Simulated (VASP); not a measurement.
Here is a VASP 6.6.1 calculation.

INCAR

```
ALGO = Normal
DIPOL = 0.5 0.5 0.500
EDIFF = 1E-6
ENCUT = 520
IDIPOL = 3
ISIF = 2
ISMEAR = -1
LASPH = True
LCHARG = True
LDIPOL = True
LELF = True
LREAL = False
LVACPOTAV = True
LVHAR = True
LWAVE = False
NBANDS = 24
NELM = 60
PREC = Accurate
SIGMA = 0.05
```

File KPOINTS:

```
k-points
0
Gamma
  17 17 1
```

File POSCAR:

```
Cu
1.0
    2.4873748555      0.0000000000      0.0000000000
   -1.2436874278      2.1541298136      0.0000000000
    0.0000000000      0.0000000000     20.0619000000
Cu
3
Direct
    0.1666666667      0.3333333333      0.4002530736
    0.5000000000      1.0000000000      0.5000000120
    0.8333333333      0.6666666667      0.5997469141
```

Potentials or basis: VASP PAW LDA potentials, release 64 (Cu).

Run with:

```sh
$ cat potpaw_LDA.64/Cu/POTCAR > POTCAR
$ mpirun -np 1 vasp_std > vasp.out
```

(1) Predict the largest force.

## Answers

(1) 0.036 eV/Å.
